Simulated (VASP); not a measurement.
Set up this calculation in VASP 6.6.1, as the native input.

* Task: single point
* Functional: LDA
* Potentials or basis: VASP PAW LDA potentials, release 64 (I, Na_pv)
* Cutoff: 520 eV
* k mesh: 6 × 6 × 6
* Occupations: fermi-dirac, width 0.05 eV
* Spin: no spin polarisation
* Dipole correction: no
* Further INCAR settings: ALGO = Normal; EDIFF = 1e-06; NBANDS = 14

The structure of NaI lies in POSCAR:

```
NaI
1.0
    0.0000000000      3.2146785402      3.2146785402
    3.2146785402      0.0000000000      3.2146785402
    3.2146785402      3.2146785402      0.0000000000
I Na
1 1
Direct
    0.5000000000      0.5000000000      0.5000000000
    0.0000000000      0.0000000000      0.0000000000
```

One way to write it, as run:

INCAR

```
PREC = Accurate
ENCUT = 520
EDIFF = 1E-6
ISMEAR = -1
SIGMA = 0.05
LREAL = F
LASPH = T
NELM = 100
ALGO = Normal
ISIF = 2
LWAVE = F
LCHARG = T
GGA = CA
LELF = T
LVHAR = T
NBANDS = 14
```

KPOINTS

```
Automatic mesh
0
Gamma
  6 6 6
```

Potentials or basis: VASP PAW LDA potentials, release 64 (I, Na_pv).

Run with:

```bash
$ cat potpaw_LDA.64/I/POTCAR potpaw_LDA.64/Na_pv/POTCAR > POTCAR
$ mpirun -np 1 vasp_std > vasp.out
```

Results of the run:

```json
{"Pressure": "-1.3 GPa", "Band gap on the k mesh": "3.40 eV, direct"}
```

Caveat: spin-orbit coupling is left out, which moves the levels of the heavy elements.

Run time: 16 s on 1 thread of Intel Xeon 6975P-C (shared host), peak memory 0.18 GiB.
